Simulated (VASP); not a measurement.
KF, 2 atoms in the cell. The structure is tetragonal, space group I4/mmm (No. 139). Conventional cell: a = 3.651 Å, b = 3.651 Å, c = 5.344 Å, α = 90.00°, β = 90.00°, γ = 90.00°. K (site symmetry 4/mmm) has 6 F at 2.58 to 2.67 Å within 3.4 Å. Within 3.4 Å of F (site symmetry 4/mmm) lie 6 K at 2.58 to 2.67 Å.  This cell differs from its parent crystal: normal strain along x +0.0350, normal strain along z +0.0000.

| Property | Result |
| --- | --- |
| Program | VASP 6.6.1 |
| Task | single point |
| Functional | LDA |
| Potentials or basis | VASP PAW LDA potentials, release 64 (K_sv, F) |
| Cutoff | 520 eV |
| k mesh | 8 × 8 × 8 |
| Occupations | gaussian, width 0.05 eV |
| Spin | no spin polarisation |
| Dipole correction | no |
| Further INCAR settings | ALGO = Normal; EDIFF = 1e-06; NBANDS = 15 |

Potentials or basis: VASP PAW LDA potentials, release 64 (K_sv, F).

Command:

```bash
$ cat potpaw_LDA.64/K_sv/POTCAR potpaw_LDA.64/F/POTCAR > POTCAR
$ mpirun -np 1 vasp_std > vasp.out
```

Hardware: 1 thread of Intel Xeon 8259CL (shared host).

Problem. Estimate the wall time of this run.

Solution. Wall time 41 s on 1 thread of Intel Xeon 8259CL, with other jobs on the host, peak memory 0.16 GiB. Counts: scf iterations 13, k points 59.
